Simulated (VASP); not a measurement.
Set up this calculation in VASP 6.6.1, as the native input.

- Task: single point
- Functional: r2SCAN
- Potentials or basis: VASP PAW PBE potentials, release 64 (Sn_d, O)
- Cutoff: 520 eV
- k mesh: 10 × 10 × 10
- Occupations: gaussian, width 0.05 eV
- Spin: no spin polarisation
- Dipole correction: no
- Further INCAR settings: ALGO = Normal; EDIFF = 1e-06; NBANDS = 35

The system is SnO2.

```xyz
6
Lattice="-2.0001 2.0001 5.1237 2.0001 -2.0001 5.1237 2.0001 2.0001 -5.1237" Properties=species:S:1:pos:R:3 pbc="T T T"
Sn    0.0000    1.9385    2.4830
Sn    0.0000    0.0000    0.0000
O     0.0000    0.0000    8.1623
O     0.0000    2.0001    4.6469
O     0.0000    0.0000    2.0851
O     0.0000    2.0001    0.4767
```

This cell differs from its parent crystal: atom 1 (Sn) moved +0.100 Å towards its neighbour atom 2 (Sn) at 3.250 Å.

One way to write it, as run:

POSCAR

```
SnO2
1.0
   -2.0000686112      2.0000686112      5.1236788559
    2.0000686112     -2.0000686112      5.1236788559
    2.0000686112      2.0000686112     -5.1236788559
Sn O
2 4
Direct
    0.7269239461      0.2423079820      0.4846159641
    0.0000000000      0.0000000000      0.0000000000
    0.7965225900      0.7965225900      0.0000000000
    0.9534774100      0.4534774100      0.5000000000
    0.2034774100      0.2034774100      0.0000000000
    0.5465225900      0.0465225900      0.5000000000
```

INCAR.step1

```
SYSTEM = SnO2
ALGO = Normal ; EDIFF = 1E-4
ENCUT = 520 ; GGA = PE
ISMEAR = 0 ; LASPH = .TRUE.
LCHARG = .FALSE. ; LREAL = .FALSE.
LWAVE = .TRUE. ; NBANDS = 35
NELM = 60 ; PREC = Accurate
SIGMA = 0.05
```

INCAR.step2

```
SYSTEM = SnO2
ALGO = Normal ; EDIFF = 1E-6
ENCUT = 520 ; ISIF = 2
ISMEAR = 0 ; ISTART = 1
LASPH = .TRUE. ; LCHARG = .FALSE.
LMIXTAU = .TRUE. ; LREAL = .FALSE.
LWAVE = .FALSE. ; METAGGA = R2SCAN
NBANDS = 35 ; NELM = 60
PREC = Accurate ; SIGMA = 0.05
```

KPOINTS

```
k-points
0
G
  10 10 10
  0 0 0
```

Potentials or basis: VASP PAW PBE potentials, release 64 (Sn_d, O).

Command:

```sh
$ cat potpaw_PBE.64/Sn_d/POTCAR potpaw_PBE.64/O/POTCAR > POTCAR
$ cp INCAR.step1 INCAR
$ mpirun -np 1 vasp_std > vasp.out
$ cp INCAR.step2 INCAR
$ mpirun -np 1 vasp_std > vasp.out
```

Results of the run:

```yaml
Pressure: 0.8 GPa
Largest_force: 2.621 eV/Å
Band_gap_on_the_k_mesh: 2.28 eV (least direct gap 2.51 eV)
```

Caveat: the cell differs from its parent crystal (atom 1 (Sn) moved +0.100 Å towards its neighbour atom 2 (Sn) at 3.250 Å); the stress differs along the axes, from -3 to 5 GPa; the PAW data sets were made with another functional, which shifts forces and pressure a little; spin-orbit coupling is left out, which moves the levels of the heavy elements.

Run time: 2.5 h on 1 thread of Oxide Virtual Turin-like Processor, with other jobs on the host, peak memory 0.77 GiB.
